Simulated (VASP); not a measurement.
# BaS (R-3m) in VASP: notebook, part 2 of 3

VASP 6.6.1. The steps go on from the part before.

### 3 Electric field gradients, PBEsol (equal xy, yz and zx shear strains of +1 %)

File INCAR:

```
ALGO     = Normal         # electronic algorithm
EDIFF    = 1E-8           # SCF threshold, eV
ENCUT    = 520            # plane-wave cutoff, eV
GGA      = PS             # functional
ISIF     = 2              # what is computed and relaxed
ISMEAR   = -1             # smearing method
LASPH    = True           # aspherical terms in the spheres
LCHARG   = False          # write CHGCAR
LEFG     = True         
LREAL    = False          # projectors in reciprocal space
LWAVE    = False          # write WAVECAR
NBANDS   = 15             # bands
NELM     = 60             # most SCF steps
PREC     = Accurate       # precision mode
SIGMA    = 0.02           # smearing width, eV
```

File KPOINTS:

```
k-points
0
Gamma
  8 8 8
```

File POSCAR:

```
BaS
1.0
    0.0319375000      3.2097187500      3.2097187500
    3.2097187500      0.0319375000      3.2097187500
    3.2097187500      3.2097187500      0.0319375000
Ba S
1 1
Direct
    0.0000000000      0.0000000000      0.0000000000
    0.5000000000      0.5000000000      0.5000000000
```

Potentials or basis: VASP PAW PBE potentials, release 64 (Ba_sv, S).

Started as:

```
cat potpaw_PBE.64/Ba_sv/POTCAR potpaw_PBE.64/S/POTCAR > POTCAR
mpirun -np 1 vasp_std > vasp.out
```

OUTCAR:

```text
EDIFF = 1E-8
   ENCUT = 520
   GGA = PS
   ISIF = 2
   ISMEAR = -1
   LASPH = True
   LREAL = False
   NELM = 60
   PREC = Accurate

 ion  position               nearest neighbor table
   1  0.000  0.000  0.000-   2 3.19   2 3.19   2 3.19   2 3.19   2 3.19   2 3.19
   2  0.500  0.500  0.500-   1 3.19   1 3.19   1 3.19   1 3.19   1 3.19   1 3.19

  LATTYP: Found a trigonal (rhomboedric) cell.
 ALAT       =     4.5393401406
 COS(alpha) =     0.5099250056

  Lattice vectors:

 A1 = (   0.0319375000,   3.2097187500,   3.2097187500)
 A2 = (   3.2097187500,   0.0319375000,   3.2097187500)
 A3 = (   3.2097187500,   3.2097187500,   0.0319375000)

Analysis of symmetry for initial positions (statically):
=====================================================================
 Subroutine PRICEL returns:
 Original cell was already a primitive cell.

 Routine SETGRP: Setting up the symmetry group for a
 trigonal (rhombohedral) supercell.

 Subroutine GETGRP returns: Found 12 space group operations
 (whereof 12 operations were pure point group operations)
 out of a pool of 12 trial point group operations.

The static configuration has the point symmetry D_3d.

Analysis of symmetry for dynamics (positions and initial velocities):
=====================================================================
 Subroutine PRICEL returns:
 Original cell was already a primitive cell.

 Routine SETGRP: Setting up the symmetry group for a
 trigonal (rhombohedral) supercell.

 Subroutine GETGRP returns: Found 12 space group operations
 (whereof 12 operations were pure point group operations)
 out of a pool of 12 trial point group operations.

[... 168 lines left out ...]
     12       5.1677      0.00000
     13       6.0823      0.00000
     14       6.0823      0.00000
[... 401 lines left out ...]
      2     -10.5970      2.00000
      3      -9.8445      2.00000
      4      -9.7509      2.00000
      5      -8.0704      2.00000
      6      -0.1483      2.00000
      7       0.4468      2.00000
      8       0.8302      2.00000
      9       5.3773      0.00000
     10       6.1512      0.00000
     11       6.5710      0.00000
     12       7.0473      0.00000
     13       8.0291      0.00000
     14       8.9614      0.00000
     15      11.3777      0.00000

 [... further k-points ...]
[... 5 lines left out ...]
  --------------------------------------------------------------------------------------
  -------------------------------------------------------------------------------------
  Total       -0.2170635     -0.2170635     -0.2170635     -0.0783215     -0.0783215     -0.0783215
  in kB       -5.3382277     -5.3382277     -5.3382277     -1.9261549     -1.9261549     -1.9261549
  external PRESSURE =      -5.3382277 kB  Pullay stress =       0.0000000 kB

 VOLUME and BASIS-vectors are now :
 -----------------------------------------------------------------------------
  energy-cutoff  :      520.00
  volume of cell :       65.15
      direct lattice vectors                 reciprocal lattice vectors
     0.031937500  3.209718750  3.209718750    -0.158121409  0.156563562  0.156563562
     3.209718750  0.031937500  3.209718750     0.156563562 -0.158121409  0.156563562
     3.209718750  3.209718750  0.031937500     0.156563562  0.156563562 -0.158121409

 POSITION                                       TOTAL-FORCE (eV/Angst)
 -----------------------------------------------------------------------------------
      0.00000      0.00000      0.00000        -0.000000     -0.000000     -0.000000
      3.22569      3.22569      3.22569         0.000000      0.000000      0.000000
 -----------------------------------------------------------------------------------
    total drift:                                0.000000      0.000000      0.000000

  FREE ENERGIE OF THE ION-ELECTRON SYSTEM (eV)
  ---------------------------------------------------
  free  energy   TOTEN  =       -10.7169571581 eV

  energy  without entropy=      -10.7169571581  energy(sigma->0) =      -10.71695716

 Electric field gradients (V/A^2)
---------------------------------------------------------------------
 ion       V_xx      V_yy      V_zz      V_xy      V_xz      V_yz
---------------------------------------------------------------------
   1      -0.000    -0.000    -0.000    -3.464    -3.464    -3.464
   2      -0.000    -0.000    -0.000     0.720     0.720     0.720
---------------------------------------------------------------------

 Electric field gradients after diagonalization (V/A^2)
 (convention: |V_zz| > |V_xx| > |V_yy|)
----------------------------------------------------------------------
 ion       V_xx      V_yy      V_zz     asymmetry (V_yy - V_xx)/ V_zz
----------------------------------------------------------------------
   1       3.464     3.464    -6.928       0.000
   2      -0.720    -0.720     1.439       0.000
----------------------------------------------------------------------

           NMR quadrupolar parameters

 Cq : quadrupolar parameter    Cq=e*Q*V_zz/h
 eta: asymmetry parameters     (V_yy - V_xx)/ V_zz
 Q  : nuclear electric quadrupole moment in mb (millibarn)
----------------------------------------------------------------------
 ion       Cq(MHz)       eta       Q (mb)
----------------------------------------------------------------------
   1      -0.017       0.000       1.000
   2       0.003       0.000       1.000
----------------------------------------------------------------------
```

Run time: 69 s. Hardware: 1 thread of AMD EPYC 7R13 (Zen 3), shared host; peak memory 0.21 GiB.

Results:

- Free energy: -10.7170 eV
- Pressure: -0.5 GPa
- Band gap on the k mesh: 1.97 eV, indirect (least direct gap 2.11 eV)

Levels at points of the mesh, in eV from the valence-band top:
```
           k point  band 4  band 5  band 6  band 7  band 8  band 9  band 10  band 11  band 12  band 13
(0.00, 0.00, 0.00)  -11.09  -10.37   -0.04    0.00    0.00    3.39     3.70     3.81     3.81     4.73
(0.50, 0.00, 0.00)  -11.13   -9.10   -2.01   -1.16   -1.10    5.45     5.51     6.21     6.34     8.78
(0.50, 0.50, 0.00)  -11.28  -10.27   -0.55   -0.17   -0.14    1.97     5.89     5.91     7.43     7.47
(0.50, 0.50, 0.50)  -11.13   -9.08   -2.01   -1.08   -1.08    5.42     5.51     6.20     6.20     8.88
```

Electric field gradients, principal values (V/Å²):
```
atom   least  middle  greatest (by size)
1 Ba   3.464   3.464              -6.928
 2 S  -0.720  -0.720               1.439
```

Caveat: the cell differs from its parent crystal (equal xy, yz and zx shear strains of +1 %); without QUAD_EFG the Cq values of the log hold for a quadrupole moment of 1 mb, not for the nuclei; the PAW data sets were made with another functional, which shifts forces and pressure a little; spin-orbit coupling is left out, which moves the levels of the heavy elements. A k mesh can miss the band edges.

### 4 Electric field gradients, PBEsol (equal xy, yz and zx shear strains of +1 %)

File INCAR:

```
SYSTEM = BaS
PREC     = Accurate       ! precision mode
ENCUT    = 520            ! plane-wave cutoff, eV
EDIFF    = 1E-8           ! SCF threshold, eV
ISMEAR   = -1             ! smearing method
SIGMA    = 0.02           ! smearing width, eV
LREAL    = .False.        ! projectors in reciprocal space
LASPH    = .True.         ! aspherical terms in the spheres
NELM     = 100            ! most SCF steps
ALGO     = Normal         ! electronic algorithm
ISIF     = 2              ! what is computed and relaxed
LWAVE    = .False.        ! write WAVECAR
LCHARG   = .False.        ! write CHGCAR
GGA      = PS             ! functional
LEFG     = .True.       
NBANDS   = 15             ! bands
```

File KPOINTS:

```
Automatic mesh
0
Gamma
  8 8 8
  0 0 0
```

POSCAR is that of step 3.

Potentials or basis: VASP PAW PBE potentials, release 64 (Ba_sv, S).

Started as:

```
cat potpaw_PBE.64/Ba_sv/POTCAR potpaw_PBE.64/S/POTCAR > POTCAR
mpirun -np 1 vasp_std > vasp.out
```

OUTCAR:

```text
SYSTEM = BaS
   PREC = Accurate
   ENCUT = 520
   EDIFF = 1E-8
   ISMEAR = -1
   LREAL = .False.
   LASPH = .True.
   NELM = 100
   ISIF = 2
   GGA = PS

 ion  position               nearest neighbor table
   1  0.000  0.000  0.000-   2 3.19   2 3.19   2 3.19   2 3.19   2 3.19   2 3.19
   2  0.500  0.500  0.500-   1 3.19   1 3.19   1 3.19   1 3.19   1 3.19   1 3.19

  LATTYP: Found a trigonal (rhomboedric) cell.
 ALAT       =     4.5393401406
 COS(alpha) =     0.5099250056

  Lattice vectors:

 A1 = (   0.0319375000,   3.2097187500,   3.2097187500)
 A2 = (   3.2097187500,   0.0319375000,   3.2097187500)
 A3 = (   3.2097187500,   3.2097187500,   0.0319375000)

Analysis of symmetry for initial positions (statically):
=====================================================================
 Subroutine PRICEL returns:
 Original cell was already a primitive cell.

 Routine SETGRP: Setting up the symmetry group for a
 trigonal (rhombohedral) supercell.

[... 622 lines left out ...]
     0.031937500  3.209718750  3.209718750    -0.158121409  0.156563562  0.156563562
     3.209718750  0.031937500  3.209718750     0.156563562 -0.158121409  0.156563562
     3.209718750  3.209718750  0.031937500     0.156563562  0.156563562 -0.158121409

 POSITION                                       TOTAL-FORCE (eV/Angst)
 -----------------------------------------------------------------------------------
      0.00000      0.00000      0.00000        -0.000000     -0.000000     -0.000000
      3.22569      3.22569      3.22569         0.000000      0.000000      0.000000
 -----------------------------------------------------------------------------------
    total drift:                                0.000000      0.000000      0.000000

  FREE ENERGIE OF THE ION-ELECTRON SYSTEM (eV)
  ---------------------------------------------------
  free  energy   TOTEN  =       -10.7169571581 eV

  energy  without entropy=      -10.7169571581  energy(sigma->0) =      -10.71695716

 Electric field gradients (V/A^2)
---------------------------------------------------------------------
 ion       V_xx      V_yy      V_zz      V_xy      V_xz      V_yz
---------------------------------------------------------------------
   1      -0.000    -0.000    -0.000    -3.464    -3.464    -3.464
   2      -0.000    -0.000    -0.000     0.720     0.720     0.720
---------------------------------------------------------------------

 Electric field gradients after diagonalization (V/A^2)
 (convention: |V_zz| > |V_xx| > |V_yy|)
----------------------------------------------------------------------
 ion       V_xx      V_yy      V_zz     asymmetry (V_yy - V_xx)/ V_zz
----------------------------------------------------------------------
   1       3.464     3.464    -6.928       0.000
   2      -0.720    -0.720     1.439       0.000
----------------------------------------------------------------------

           NMR quadrupolar parameters

 Cq : quadrupolar parameter    Cq=e*Q*V_zz/h
 eta: asymmetry parameters     (V_yy - V_xx)/ V_zz
 Q  : nuclear electric quadrupole moment in mb (millibarn)
----------------------------------------------------------------------
 ion       Cq(MHz)       eta       Q (mb)
----------------------------------------------------------------------
   1      -0.017       0.000       1.000
   2       0.003       0.000       1.000
----------------------------------------------------------------------
```

OSZICAR:

```text
N       E                     dE             d eps       ncg     rms          rms(c)
DAV:   1     0.828356440786E+02    0.82836E+02   -0.68589E+03  1950   0.929E+02
DAV:   2    -0.618469945863E+01   -0.89020E+02   -0.80360E+02  2672   0.167E+02
DAV:   3    -0.110519115058E+02   -0.48672E+01   -0.48342E+01  2715   0.415E+01
DAV:   4    -0.111481885737E+02   -0.96277E-01   -0.96259E-01  2459   0.596E+00
DAV:   5    -0.111504434103E+02   -0.22548E-02   -0.22548E-02  2754   0.741E-01    0.459E+00
DAV:   6    -0.107195859054E+02    0.43086E+00   -0.56600E-01  2279   0.458E+00    0.315E+00
DAV:   7    -0.107116929930E+02    0.78929E-02   -0.13824E-01  2449   0.208E+00    0.175E+00
DAV:   8    -0.107172165477E+02   -0.55236E-02   -0.20224E-02  2174   0.914E-01    0.239E-01
DAV:   9    -0.107165039039E+02    0.71264E-03   -0.27805E-03  2615   0.326E-01    0.115E-01
DAV:  10    -0.107169455535E+02   -0.44165E-03   -0.52142E-04  2118   0.153E-01    0.266E-02
DAV:  11    -0.107169562798E+02   -0.10726E-04   -0.42251E-05  2595   0.404E-02    0.768E-03
DAV:  12    -0.107169571893E+02   -0.90949E-06   -0.32702E-06  2293   0.112E-02    0.617E-03
DAV:  13    -0.107169570982E+02    0.91018E-07   -0.29689E-07  2560   0.347E-03    0.999E-04
DAV:  14    -0.107169571306E+02   -0.32380E-07   -0.45068E-09  1881   0.400E-04    0.578E-04
DAV:  15    -0.107169571589E+02   -0.28266E-07   -0.14648E-09  1507   0.292E-04    0.120E-04
DAV:  16    -0.107169571581E+02    0.76875E-09   -0.40976E-10  1178   0.125E-04
   1 F= -.10716957E+02 E0= -.10716957E+02  d E =-.905479E-11
```

It took 73 s on 1 thread of AMD EPYC 7R13 (Zen 3), shared host; peak memory 0.21 GiB.

Results:

```
Free energy            : -10.7170 eV
Pressure               : -0.5 GPa
Band gap on the k mesh : 1.97 eV, indirect (least direct gap 2.11 eV)
```

Levels at points of the mesh, in eV from the valence-band top:
| k point | band 5 | band 6 | band 7 | band 8 | band 9 | band 10 | band 11 | band 12 |
| --- | --- | --- | --- | --- | --- | --- | --- | --- |
| (0.00, 0.00, 0.00) | -10.37 | -0.04 | 0.00 | 0.00 | 3.39 | 3.70 | 3.81 | 3.81 |
| (0.50, 0.00, 0.00) | -9.10 | -2.01 | -1.16 | -1.10 | 5.45 | 5.51 | 6.21 | 6.34 |
| (0.50, 0.50, 0.00) | -10.27 | -0.55 | -0.17 | -0.14 | 1.97 | 5.89 | 5.91 | 7.43 |
| (0.50, 0.50, 0.50) | -9.08 | -2.01 | -1.08 | -1.08 | 5.42 | 5.51 | 6.20 | 6.20 |

Electric field gradients, principal values (V/Å²):
| atom | least | middle | greatest (by size) |
| --- | --- | --- | --- |
| 1 Ba | 3.464 | 3.464 | -6.928 |
| 2 S | -0.720 | -0.720 | 1.439 |

Caveat: the cell differs from its parent crystal (equal xy, yz and zx shear strains of +1 %); without QUAD_EFG the Cq values of the log hold for a quadrupole moment of 1 mb, not for the nuclei; the PAW data sets were made with another functional, which shifts forces and pressure a little; spin-orbit coupling is left out, which moves the levels of the heavy elements.

(Continued in part 3 of 3.)
